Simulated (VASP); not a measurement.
# SrTiO3 (Pm-3m) in VASP: notebook

The runs below take SrTiO3 through single point, with PBEsol.

Everything below comes from runs of VASP 6.6.1. Logs are shortened: lines on timing, memory, paths and dates and some standing lists are left out, and cuts for length are marked.

### 1 The cell of the first run

Symmetry: Pm-3m, No. 221, cubic system. The conventional cell has a = 3.918 Å, b = 3.918 Å, c = 3.918 Å, α = 90.00°, β = 90.00°, γ = 90.00°. Sr (site symmetry m-3m) has 12 O at 2.77 Å and 8 Ti at 3.39 Å within 3.7 Å. Ti (site symmetry m-3m) has 6 O at 1.96 Å within 2.6 Å. Within 2.6 Å of O (site symmetry 4/mmm) lie 2 Ti at 1.96 Å.

### 2 Single point, PBEsol (volume scaled by 1.01)

Input file INCAR:

```
PREC = Accurate
ENCUT = 520
EDIFF = 1E-7
ISMEAR = -1
SIGMA = 0.05
LREAL = F
LASPH = T
NELM = 60
ALGO = Normal
ISIF = 2
LWAVE = F
LCHARG = T
GGA = PS
LELF = T
LVHAR = T
NBANDS = 28
```

Input file KPOINTS:

```
Automatic mesh
0
Gamma
  7 7 7
```

Input file POSCAR:

```
SrTiO3
1.0
    3.9179735172      0.0000000000      0.0000000000
    0.0000000000      3.9179735172      0.0000000000
    0.0000000000      0.0000000000      3.9179735172
Sr Ti O
1 1 3
Direct
    0.0000000000      0.0000000000      0.0000000000
    0.5000000000      0.5000000000      0.5000000000
    0.0000000000      0.5000000000      0.5000000000
    0.5000000000      0.0000000000      0.5000000000
    0.5000000000      0.5000000000      0.0000000000
```

Potentials or basis: VASP PAW PBE potentials, release 64 (Sr_sv, Ti_sv, O).

Started as:

```
$ cat potpaw_PBE.64/Sr_sv/POTCAR potpaw_PBE.64/Ti_sv/POTCAR potpaw_PBE.64/O/POTCAR > POTCAR
$ mpirun -np 1 vasp_std > vasp.out
```

OUTCAR:

```text
PREC = Accurate
   ENCUT = 520
   EDIFF = 1E-7
   ISMEAR = -1
   LREAL = F
   LASPH = T
   NELM = 60
   ISIF = 2
   GGA = PS

 ion  position               nearest neighbor table
   1  0.000  0.000  0.000-   3 2.77   4 2.77   5 2.77   3 2.77   4 2.77   3 2.77   5 2.77   3 2.77
                             4 2.77   5 2.77   4 2.77   5 2.77   2 3.39   2 3.39   2 3.39   2 3.39
   2  0.500  0.500  0.500-   3 1.96   4 1.96   5 1.96   5 1.96   4 1.96   3 1.96   1 3.39   1 3.39
                             1 3.39   1 3.39   1 3.39   1 3.39   1 3.39   1 3.39
   3  0.000  0.500  0.500-   2 1.96   2 1.96   1 2.77   1 2.77   1 2.77   1 2.77
   4  0.500  0.000  0.500-   2 1.96   2 1.96   1 2.77   1 2.77   1 2.77   1 2.77
   5  0.500  0.500  0.000-   2 1.96   2 1.96   1 2.77   1 2.77   1 2.77   1 2.77

  LATTYP: Found a simple cubic cell.
 ALAT       =     3.9179735172

  Lattice vectors:

 A1 = (   3.9179735172,   0.0000000000,   0.0000000000)
 A2 = (   0.0000000000,   3.9179735172,   0.0000000000)
 A3 = (   0.0000000000,   0.0000000000,   3.9179735172)

Analysis of symmetry for initial positions (statically):
=====================================================================
 Subroutine PRICEL returns:
 Original cell was already a primitive cell.

 Routine SETGRP: Setting up the symmetry group for a
 simple cubic supercell.

 Subroutine GETGRP returns: Found 48 space group operations
 (whereof 48 operations were pure point group operations)
 out of a pool of 48 trial point group operations.

The static configuration has the point symmetry O_h .

Analysis of symmetry for dynamics (positions and initial velocities):
=====================================================================
 Subroutine PRICEL returns:
 Original cell was already a primitive cell.

 Routine SETGRP: Setting up the symmetry group for a
 simple cubic supercell.

 Subroutine GETGRP returns: Found 48 space group operations
 (whereof 48 operations were pure point group operations)
 out of a pool of 48 trial point group operations.

The dynamic configuration has the point symmetry O_h .

 Subroutine INISYM returns: Found 48 space group operations
 (whereof 48 operations are pure point group operations),
 and found     1 'primitive' translations

----------------------------------------------------------------------------------------

                                     Primitive cell

  volume of cell :      60.1429

  direct lattice vectors                    reciprocal lattice vectors
     3.917973517  0.000000000  0.000000000     0.255233987  0.000000000  0.000000000
     0.000000000  3.917973517  0.000000000     0.000000000  0.255233987  0.000000000
     0.000000000  0.000000000  3.917973517     0.000000000  0.000000000  0.255233987

  length of vectors
     3.917973517  3.917973517  3.917973517     0.255233987  0.255233987  0.255233987

  position of ions in fractional coordinates (direct lattice)
     0.000000000  0.000000000  0.000000000
     0.500000000  0.500000000  0.500000000
     0.000000000  0.500000000  0.500000000
     0.500000000  0.000000000  0.500000000
     0.500000000  0.500000000  0.000000000

  ion indices of the primitive-cell ions
   primitive index   ion index
                 1           1
                 2           2
                 3           3
                 4           4
                 5           5

----------------------------------------------------------------------------------------

 KPOINTS: Automatic mesh

Automatic generation of k-mesh.
 Grid dimensions read from file:
 generate k-points for:    7    7    7

 Generating k-lattice:

  Cartesian coordinates                     Fractional coordinates (reciprocal lattice)
     0.036461998  0.000000000  0.000000000     0.142857143  0.000000000  0.000000000
     0.000000000  0.036461998  0.000000000     0.000000000  0.142857143  0.000000000
     0.000000000  0.000000000  0.036461998     0.000000000  0.000000000  0.142857143

  Length of vectors
     0.036461998  0.036461998  0.036461998

  Shift w.r.t. Gamma in fractional coordinates (k-lattice)
     0.000000000  0.000000000  0.000000000

 Subroutine IBZKPT returns following result:
 ===========================================

 Found     20 irreducible k-points:

 Following reciprocal coordinates:
            Coordinates               Weight
  0.000000  0.000000  0.000000      1.000000
  0.142857  0.000000  0.000000      6.000000
  0.285714  0.000000  0.000000      6.000000
  0.428571  0.000000  0.000000      6.000000
  0.142857  0.142857  0.000000     12.000000
  0.285714  0.142857  0.000000     24.000000
[... 12 lines left out ...]
  0.428571  0.428571  0.285714     24.000000
  0.428571  0.428571  0.428571      8.000000
   k-points           NKPTS =     20   k-points in BZ     NKDIM =     20   number of bands    NBANDS=     28
   number of dos      NEDOS =    301   number of ions     NIONS =      5
   total plane-waves  NPLWV =  27000
   dimension x,y,z NGX =    30 NGY =   30 NGZ =   30
   dimension x,y,z NGXF=    60 NGYF=   60 NGZF=   60
   ions per type =               1   1   3
   NGX,Y,Z   is equivalent  to a cutoff of  12.73, 12.73, 12.73 a.u.
   NGXF,Y,Z  is equivalent  to a cutoff of  25.46, 25.46, 25.46 a.u.
 SYSTEM =  unknown system
   PREC   = accura    normal or accurate (medium, high low for compatibility)
   ISTART =      0    job   : 0-new  1-cont  2-samecut
   ICHARG =      2    charge: 1-file 2-atom 10-const
   ISPIN  =      1    spin polarized calculation?
   LNONCOLLINEAR =      F non collinear calculations
   LSORBIT =      F    spin-orbit coupling
   LASPH  =      T    aspherical Exc in radial PAW
   ENCUT  =  520.0 eV  38.22 Ry    6.18 a.u.   7.28  7.28  7.28*2*pi/ulx,y,z
   NELM   =     60;   NELMIN=  2; NELMDL= -5     # of ELM steps
   EDIFF  = 0.1E-06   stopping-criterion for ELM
   LREAL  =      F    real-space projection
   EDIFFG = 0.1E-05   stopping-criterion for IOM
   NSW    =      0    number of steps for IOM
   IBRION =     -1    ionic relax: 0-MD 1-quasi-New 2-CG
   NFREE  =      0    steps in history (QN), initial steepest desc. (CG)
   ISIF   =      2    stress and relaxation
   ISYM   =      2    0-nonsym 1-usesym 2-fastsym
   POTIM  = 0.5000    time-step for ionic-motion
   TEBEG  =    0.0;   TEEND  =   0.0 temperature during run
   PSTRESS=    0.0 pullay stress
   NELECT =      40.0000    total number of electrons
   NUPDOWN=      -1.0000    fix difference up-down
   EMIN   =  10.00;   EMAX   =-10.00  energy-range for DOS
   EFERMI =   0.00;   METHOD = LEGACY
   ISMEAR =    -1;   SIGMA  =   0.05  broadening in eV -4-tet -1-fermi 0-gaus
   EFERMI_NEDOS =   21; number of points for ismear=-14 and -15
   IALGO  =     38    algorithm
   IMIX   =      4    mixing-type and parameters
     AMIX     =   0.40;   BMIX     =  1.00
     AMIX_MAG =   1.60;   BMIX_MAG =  1.00
  volume/ion in A,a.u.               =      12.03        81.17
  Fermi-wavevector in a.u.,A,eV,Ry     =   1.429004  2.700425 27.783796  2.042051
  Thomas-Fermi vector in A             =   2.549004
   LORBIT       =      0    0 simple, 1 ext, 2 COOP (PROOUT), +10 PAW based schemes
   GGA     = PS    functional components
   LHFCALC =     F    Hartree Fock is set to
   AEXX    =    0.0000 exact exchange contribution
   IVDW    =     0    specifies the selected vdW correction
   LEPSILON=     F    determine dielectric tensor
   LRPA    =     F    only Hartree local field effects (RPA)
 non-spin polarized calculation
  energy-cutoff  :      520.00
  volume of cell :       60.14
 maximum number of plane-waves:      1647
 NGX is ok and might be reduce to    30
   NGX = 15   NGY = 15   NGZ = 15

 number of electron      39.9999998 magnetization

 Free energy of the ion-electron system (eV)
  ---------------------------------------------------
  ext. energy  EPLUGINS =         0.00000000
  ---------------------------------------------------
  free energy    TOTEN  =       -42.00784764 eV

  energy without entropy =      -42.00784764  energy(sigma->0) =      -42.00784764

 E-fermi :   4.8314     XC(G=0): -11.4868

 val. band max:        3.8794152750   @ k =   0.4286   0.4286   0.4286
 cond. band min:       5.7284441995   @ k =   0.0000   0.0000   0.0000
 fundamental gap:      1.8490289246
 Fermi energy:         4.8313891100

 k-point     1 :       0.0000    0.0000    0.0000
  band No.  band energies     occupation
      1     -52.2972      2.00000
      2     -28.7308      2.00000
      3     -28.6522      2.00000
      4     -28.6522      2.00000
      5     -28.6522      2.00000
      6     -13.3789      2.00000
[... 20 lines left out ...]
     27       9.2120      0.00000
     28       9.8762      0.00000

 k-point     2 :       0.1429    0.0000    0.0000
  band No.  band energies     occupation
      1     -52.2969      2.00000
      2     -28.7534      2.00000
      3     -28.6516      2.00000
      4     -28.6516      2.00000
      5     -28.6382      2.00000
      6     -13.3889      2.00000
[... 20 lines left out ...]
     27       9.5717      0.00000
     28      10.3654      0.00000

 k-point     3 :       0.2857    0.0000    0.0000
  band No.  band energies     occupation
      1     -52.2963      2.00000
      2     -28.7940      2.00000
      3     -28.6504      2.00000
      4     -28.6504      2.00000
      5     -28.6170      2.00000
      6     -13.4780      2.00000
[... 20 lines left out ...]
     27      10.3761      0.00000
     28      11.6592      0.00000

 k-point     4 :       0.4286    0.0000    0.0000
  band No.  band energies     occupation
      1     -52.2957      2.00000
      2     -28.8224      2.00000
      3     -28.6494      2.00000
      4     -28.6494      2.00000
      5     -28.6038      2.00000
      6     -13.5837      2.00000
[... 454 lines left out ...]
     27      11.8574      0.00000
     28      11.9415      0.00000

 k-point    19 :       0.4286    0.4286    0.2857
  band No.  band energies     occupation
      1     -52.2934      2.00000
      2     -28.7245      2.00000
      3     -28.7140      2.00000
      4     -28.6901      2.00000
      5     -28.6684      2.00000
      6     -12.5153      2.00000
[... 20 lines left out ...]
     27      11.6513      0.00000
     28      12.1071      0.00000

 k-point    20 :       0.4286    0.4286    0.4286
  band No.  band energies     occupation
      1     -52.2929      2.00000
      2     -28.7151      2.00000
      3     -28.7128      2.00000
      4     -28.7128      2.00000
      5     -28.6712      2.00000
      6     -12.2365      2.00000
[... 20 lines left out ...]
     27      12.0908      0.00000
     28      12.0908      0.00000

------------------------ aborting loop because EDIFF is reached ----------------------------------------

  FORCE on cell =-STRESS in cart. coord.  units (eV):
  Direction    XX          YY          ZZ          XY          YZ          ZX
  --------------------------------------------------------------------------------------
  -------------------------------------------------------------------------------------
  Total       -1.1386179     -1.1386179     -1.1386179     -0.0000000      0.0000000     -0.0000000
  in kB      -30.3322135    -30.3322135    -30.3322135     -0.0000000      0.0000000     -0.0000000
  external PRESSURE =     -30.3322135 kB  Pullay stress =       0.0000000 kB

 VOLUME and BASIS-vectors are now :
 -----------------------------------------------------------------------------
  energy-cutoff  :      520.00
  volume of cell :       60.14
      direct lattice vectors                 reciprocal lattice vectors
     3.917973517  0.000000000  0.000000000     0.255233987  0.000000000  0.000000000
     0.000000000  3.917973517  0.000000000     0.000000000  0.255233987  0.000000000
     0.000000000  0.000000000  3.917973517     0.000000000  0.000000000  0.255233987

 POSITION                                       TOTAL-FORCE (eV/Angst)
 -----------------------------------------------------------------------------------
      0.00000      0.00000      0.00000         0.000000      0.000000      0.000000
      1.95899      1.95899      1.95899         0.000000      0.000000      0.000000
      0.00000      1.95899      1.95899         0.000000      0.000000      0.000000
      1.95899      0.00000      1.95899         0.000000      0.000000      0.000000
      1.95899      1.95899      0.00000         0.000000      0.000000      0.000000
 -----------------------------------------------------------------------------------
    total drift:                                0.000000      0.000000     -0.000000

  FREE ENERGIE OF THE ION-ELECTRON SYSTEM (eV)
  ---------------------------------------------------
  free  energy   TOTEN  =       -42.0078476403 eV

  energy  without entropy=      -42.0078476388  energy(sigma->0) =      -42.00784764
```

It took 54 s on 1 thread of AMD EPYC 7R13 (Zen 3), shared host; peak memory 0.16 GiB.

Results:

- Free energy: -42.0078 eV
- Pressure: -3.0 GPa
- Band gap on the k mesh: 1.85 eV, indirect (least direct gap 2.15 eV)

Levels at points of the mesh, in eV from the valence-band top:
| k point | band 18 | band 19 | band 20 | band 21 | band 22 | band 23 |
| --- | --- | --- | --- | --- | --- | --- |
| (0.00, 0.00, 0.00) | -0.30 | -0.30 | -0.30 | 1.85 | 1.85 | 1.85 |

Caveat: the PAW data sets were made with another functional, which shifts forces and pressure a little. A k mesh can miss the band edges.

### 3 Single point, PBEsol (volume scaled by 1.04)

Input file INCAR:

```
PREC = Accurate
ENCUT = 520
EDIFF = 1E-6
ISMEAR = -1
SIGMA = 0.05
LREAL = F
LASPH = T
NELM = 100
ALGO = Normal
ISIF = 2
LWAVE = F
LCHARG = F
GGA = PS
NBANDS = 28
```

KPOINTS is that of step 2.

Edit POSCAR of step 2 so:

```diff
@@ -2,5 +2,5 @@
 1.0
-    3.9179735172      0.0000000000      0.0000000000
-    0.0000000000      3.9179735172      0.0000000000
-    0.0000000000      0.0000000000      3.9179735172
+    3.9563874719      0.0000000000      0.0000000000
+    0.0000000000      3.9563874719      0.0000000000
+    0.0000000000      0.0000000000      3.9563874719
 Sr Ti O
```

Potentials or basis: VASP PAW PBE potentials, release 64 (Sr_sv, Ti_sv, O).

Started as:

```
$ cat potpaw_PBE.64/Sr_sv/POTCAR potpaw_PBE.64/Ti_sv/POTCAR potpaw_PBE.64/O/POTCAR > POTCAR
$ mpirun -np 1 vasp_std > vasp.out
```

It took 53 s on 1 thread of AMD EPYC 7R13 (Zen 3), shared host; peak memory 0.15 GiB.

Results (log left out):

| Quantity | Value |
| --- | --- |
| Free energy | -41.9495 eV |
| Pressure | -7.7 GPa |
| Band gap on the k mesh | 1.79 eV, indirect (least direct gap 2.11 eV) |

Levels at points of the mesh, in eV from the valence-band top:
| k point | band 16 | band 17 | band 18 | band 19 | band 20 | band 21 | band 22 | band 23 | band 24 | band 25 |
| --- | --- | --- | --- | --- | --- | --- | --- | --- | --- | --- |
| (0.00, 0.00, 0.00) | -1.06 | -1.06 | -0.32 | -0.32 | -0.32 | 1.79 | 1.79 | 1.79 | 4.12 | 4.12 |

Caveat: the PAW data sets were made with another functional, which shifts forces and pressure a little. A k mesh can miss the band edges.
